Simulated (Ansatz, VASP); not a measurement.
Cu3Te in VASP and in Ansatz

INCAR

```
ALGO = Fast
EDIFF = 1E-6
ENCUT = 520
GGA = PE
ISIF = 2
ISMEAR = -1
LASPH = T
LCHARG = F
LREAL = F
LWAVE = F
NBANDS = 28
NELM = 100
PREC = Accurate
SIGMA = 0.05
```

Contents of KPOINTS:

```
k-points
0
Gamma
  7 7 7
```

POSCAR

```
Cu3Te
1.0
    3.9985977190      0.0000000000      0.0000000000
    0.0000000000      3.9985977190      0.0000000000
    0.0000000000      0.0000000000      3.9985977190
Te Cu
1 3
Direct
    0.0000000000      0.0000000000      0.0000000000
    0.5000000000      0.5000000000      0.0000000000
    0.5000000000      0.0000000000      0.5000000000
    0.0000000000      0.5000000000      0.5000000000
```

input.yaml

```yaml
crystal:
  lattice:
    - [3.998597719, 0.0, 0.0]
    - [0.0, 3.998597719, 0.0]
    - [0.0, 0.0, 3.998597719]
  atoms:
    - { symbol: Te, position: [0.0, 0.0, 0.0] }
    - { symbol: Cu, position: [0.5, 0.5, 0.0] }
    - { symbol: Cu, position: [0.5, 0.0, 0.5] }
    - { symbol: Cu, position: [0.0, 0.5, 0.5] }
hamiltonian:
  xc: pbe
  pseudopotentials: { kind: paw }
kpoints:
  mp_grid: { grid: [7, 7, 7] }
scf:
  occupations: { method: fermi_dirac, width: 0.05 }
output:
  forces: true
  stress: true
  eigenvalues: true
```

Alike in both runs: task single point; functional PBE; k mesh 7 × 7 × 7; occupations fermi-dirac, width 0.05 eV; no spin polarisation.

|  | VASP | Ansatz |
| --- | --- | --- |
| version | VASP 6.6.1 | Ansatz 0.2.0 |
| potentials or method | VASP PAW PBE potentials, release 64 (Te, Cu) | Ansatz PAW |
| plane-wave cutoff (eV) | 520 | 420 |
| valence electrons in the cell | 39 | 73 |

Ansatz gave:

* gap on the k mesh at the Fermi level (eV): none
* pressure (GPa): -2.5

Which values does VASP return?

gap on the k mesh at the Fermi level (eV): none; pressure (GPa): -2.3.

A gap of «none» marks a metal or a gap that the smearing closes. VASP's potentials hold 39 valence electrons a cell and Ansatz's 73, so a difference there can come from the potentials and not from the codes.

Neither program's run includes spin-orbit coupling.
